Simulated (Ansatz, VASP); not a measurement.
One calculation of TePb, two programs

POSCAR

```
TePb
1.0
    0.0000000000      3.2735180337      3.2735180337
    3.2735180337      0.0000000000      3.2735180337
    3.2735180337      3.2735180337      0.0000000000
Pb Te
1 1
Direct
    0.0000000000      0.0000000000      0.0000000000
    0.5000000000      0.5000000000      0.5000000000
```

Contents of INCAR.step1:

```
  PREC = Accurate
  ENCUT = 520
  EDIFF = 1E-5
  ISMEAR = -1
  SIGMA = 0.05
  LREAL = False
  LASPH = True
  NELM = 80
  ALGO = Normal
  ISIF = 2
  LWAVE = True
  NBANDS = 17
  GGA = PE
```

File INCAR.step2:

```
  PREC = Accurate
  ENCUT = 520
  EDIFF = 1E-6
  ISMEAR = -1
  SIGMA = 0.05
  LREAL = False
  LASPH = True
  NELM = 80
  ALGO = Normal
  ISIF = 2
  LWAVE = False
  LCHARG = True
  GGA = PE
  LHFCALC = True
  AEXX = 0.25
  HFSCREEN = 0.3
  PRECFOCK = Normal
  LELF = True
  LVHAR = True
  NBANDS = 17
  ISTART = 1
```

KPOINTS

```
regular mesh
0
Gamma
  4 4 4
```

Contents of input.yaml:

```yaml
crystal:
  lattice:
    - [0.0, 3.2735180337, 3.2735180337]
    - [3.2735180337, 0.0, 3.2735180337]
    - [3.2735180337, 3.2735180337, 0.0]
  atoms:
    - { symbol: Pb, position: [0.0, 0.0, 0.0] }
    - { symbol: Te, position: [0.5, 0.5, 0.5] }
hamiltonian:
  xc: { exchange: pbe, correlation: pbe, exx: { coeff: 0.25, omega: 0.3 } }
  pseudopotentials: { kind: paw }
kpoints:
  mp_grid: { grid: [4, 4, 4] }
scf:
  occupations: { method: fermi_dirac, width: 0.05 }
output:
  forces: true
  stress: true
  eigenvalues: true
```

Alike in both runs: task single point; functional PBE-based screened hybrid with a share of 0.25 of exact exchange and HFSCREEN = 0.3; k mesh 4 × 4 × 4; occupations fermi-dirac, width 0.05 eV; no spin polarisation.

|  | VASP | Ansatz |
| --- | --- | --- |
| version | VASP 6.6.1 | Ansatz 0.2.0 |
| potentials or method | VASP PAW PBE potentials, release 64 (Pb_d, Te) | Ansatz PAW |
| plane-wave cutoff (eV) | 520 | 420 |
| valence electrons in the cell | 20 | 30 |

|  | VASP | Ansatz | Ansatz less VASP |
| --- | --- | --- | --- |
| gap on the k mesh at the Fermi level (eV) | 1.06 | 1.09 | +0.036 |
| least direct gap on the mesh (eV) | 1.06 | 1.09 | +0.036 |
| pressure (GPa) | -0.6 | -0.4 | +0.18 |

VASP's potentials were made for PBE, not for PBE-based screened hybrid. VASP's potentials hold 20 valence electrons a cell and Ansatz's 30, so a difference there can come from the potentials and not from the codes.

Neither program's run includes spin-orbit coupling.
